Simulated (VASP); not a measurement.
Here is a VASP 6.6.1 calculation.

INCAR

```
AGGAC    = 1.0          
AGGAX    = 1.0          
ALDAC    = 0.0          
ALDAX    = 1.0          
ALGO     = Normal         # electronic algorithm
EDIFF    = 1E-6           # SCF threshold, eV
ENCUT    = 520            # plane-wave cutoff, eV
GGA      = B5             # functional
ISIF     = 2              # what is computed and relaxed
ISMEAR   = -1             # smearing method
LASPH    = T              # aspherical terms in the spheres
LCHARG   = F              # write CHGCAR
LREAL    = F              # projectors in reciprocal space
LWAVE    = F              # write WAVECAR
NBANDS   = 21             # bands
NELM     = 100            # most SCF steps
PREC     = Accurate       # precision mode
SIGMA    = 0.05           # smearing width, eV
```

KPOINTS

```
k-points
0
Gamma
  11 11 6
```

Contents of POSCAR:

```
Ru
1.0
    2.6505640930      0.0000000000      0.0000000000
   -1.3252820465      2.2954558389      0.0000000000
    0.0000000000      0.0000000000      4.1944897589
Ru
2
Direct
    0.6666666667      0.3333333333      0.7500000000
    0.3333333333      0.6666666667      0.2500000000
```

Potentials or basis: VASP PAW PBE potentials, release 64 (Ru_pv).

Run with:

```bash
$ cat potpaw_PBE.64/Ru_pv/POTCAR > POTCAR
$ mpirun -np 1 vasp_std > vasp.out
```

Q: Predict the pressure.

A: 45.5 GPa.

Q: What does it give for the band gap on the k mesh?

A: Zero (band 14 reaches 16.19 eV, above the bottom of band 15 at 12.81 eV).

Stress tensor (GPa, compression positive):
```
44.89  0.00  0.00
 0.00 44.89  0.00
 0.00  0.00 46.64
```

Caveat: the PAW data sets were made with another functional, which shifts forces and pressure a little.
